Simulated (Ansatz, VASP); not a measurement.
## BeTe in VASP and in Ansatz

File INCAR:

```
SYSTEM = BeTe
PREC = Accurate
ENCUT = 520
EDIFF = 1E-6
ISMEAR = 0
SIGMA = 0.1
LREAL = .FALSE.
LASPH = .TRUE.
NELM = 80
ALGO = Normal
ISIF = 2
LWAVE = .FALSE.
LCHARG = .FALSE.
GGA = PE
NBANDS = 16
```

KPOINTS

```
regular mesh
0
G
  8 8 8
  0 0 0
```

File POSCAR:

```
BeTe
1.0
   -1.7375302600      1.7375302600      5.9430843000
    1.7375302600     -1.7375302600      5.9430843000
    1.7375302600      1.7375302600     -5.9430843000
Be Te
2 2
Direct
    0.0000000000      0.0000000000      0.0000000000
    0.7500000000      0.2500000000      0.5000000000
    0.5000000000      0.5000000000      0.0000000000
    0.2500000000      0.7500000000      0.5000000000
```

Input for Ansatz:

```yaml
crystal:
  lattice:
    - [-1.73753026, 1.73753026, 5.9430843]
    - [1.73753026, -1.73753026, 5.9430843]
    - [1.73753026, 1.73753026, -5.9430843]
  atoms:
    - { symbol: Be, position: [0.0, 0.0, 0.0] }
    - { symbol: Be, position: [0.75, 0.25, 0.5] }
    - { symbol: Te, position: [0.5, 0.5, 0.0] }
    - { symbol: Te, position: [0.25, 0.75, 0.5] }
basis:
  ecutwfc: 420
kpoints:
  mp_grid: { grid: [8, 8, 8] }
hamiltonian:
  xc: pbe
scf:
  occupations: { method: gaussian, width: 0.1 }
  lower_state_search: "off"
output:
  forces: true
  stress: true
  eigenvalues: true
```

Change from the starting cell: species swapped into the TaP type (I4_1/amd, No. 141).

Alike in both runs: task single point; functional PBE; k mesh 8 × 8 × 8; occupations gaussian, width 0.1 eV; no spin polarisation.

```csv
,VASP,Ansatz
version,VASP 6.6.1,Ansatz 0.2.0
potentials or method,"VASP PAW PBE potentials, release 64 (Be, Te), cutoff 520 eV","scalar-relativistic, plane waves, PAW"
valence electrons in the cell,16,36
```

VASP gave:

| Quantity | Value |
| --- | --- |
| gap on the k mesh at the Fermi level (eV) | none |
| pressure (GPa) | 12.7 |
| traceless stress, the component that is largest in VASP (GPa) | -4.93 |

Which values does Ansatz return?

gap on the k mesh at the Fermi level (eV): none; pressure (GPa): 12.5; traceless stress, the component that is largest in VASP (GPa): -4.74.

A gap of «none» marks a metal or a gap that the smearing closes. VASP's potentials hold 16 valence electrons a cell and Ansatz's 36, so a difference there can come from the potentials and not from the codes.

Spin-orbit coupling is off throughout.
